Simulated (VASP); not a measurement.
# SiC: relaxation of cell and atoms with LDA

The system is SiC.

```xyz
2
Lattice="0.0000 2.1645 2.1645 2.1645 0.0000 2.1645 2.1645 2.1645 0.0000" Properties=species:S:1:pos:R:3 pbc="T T T"
Si    0.0000    0.0000    0.0000
C     3.2467    3.2467    3.2467
```

```
Program                : VASP 6.6.1
Task                   : relaxation of cell and atoms
Functional             : LDA
Potentials or basis    : VASP PAW LDA potentials, release 64 (Si, C)
Cutoff                 : 600 eV
k mesh                 : 10 × 10 × 10
Occupations            : gaussian, width 0.01 eV
Spin                   : no spin polarisation
Target pressure        : 4 GPa
Dipole correction      : no
Further INCAR settings : ALGO = Normal; EDIFF = 1e-07; IBRION = 2; EDIFFG = -0.002; NSW = 100; ISIF = 3
```

```json
{
 "Relaxed volume": "9.98 Å³/atom",
 "Relaxed cell": "a = 3.045 Å, b = 3.045 Å, c = 3.045 Å, α = 60.00°, β = 60.00°, γ = 60.00°",
 "Space group after relaxing (to 0.05 Å)": "F-43m (No. 216)",
 "Energy change on relaxing (the enthalpy is what falls)": "+2.1 meV/atom",
 "Ionic steps": "3",
 "Pressure after relaxing": "4.0 GPa",
 "Band gap on the k mesh": "1.27 eV, indirect (least direct gap 4.54 eV)"
}
```

The path:
| step | energy change (eV) | largest force (eV/Å) | pressure (GPa) | volume (Å³) |
| --- | --- | --- | --- | --- |
| 1 | 0.0000 | 0.0000 | 0.25 | 20.28 |
| 2 | 0.0188 | 0.0000 | 8.72 | 19.59 |
| 3 | 0.0042 | 0.0000 | 3.99 | 19.96 |

Final structure:
```
Si C
1.0
     0.00000    2.15312    2.15312
     2.15312    0.00000    2.15312
     2.15312    2.15312    0.00000
Si C
1 1
Cartesian
  0.0000 0.0000 0.0000
  3.2297 3.2297 3.2297
```

Levels at points of the mesh, in eV from the valence-band top:
```
           k point  band 2  band 3  band 4  band 5  band 6  band 7
(0.00, 0.00, 0.00)    0.00    0.00    0.00    6.72    7.44    7.44
(0.50, 0.00, 0.00)   -8.75   -1.06   -1.06    5.72    7.28    7.28
(0.50, 0.50, 0.00)   -7.93   -3.26   -3.26    1.27    4.32   14.24
```

Wall time 5 s on 1 thread of Intel(R) Xeon(R) 6975P-C (Granite Rapids), on a shared host, peak memory 0.12 GiB.

Caveat: the cell is relaxed towards a set pressure, so the enthalpy falls and the energy may rise. Zero-point motion and thermal expansion aren't in these numbers.
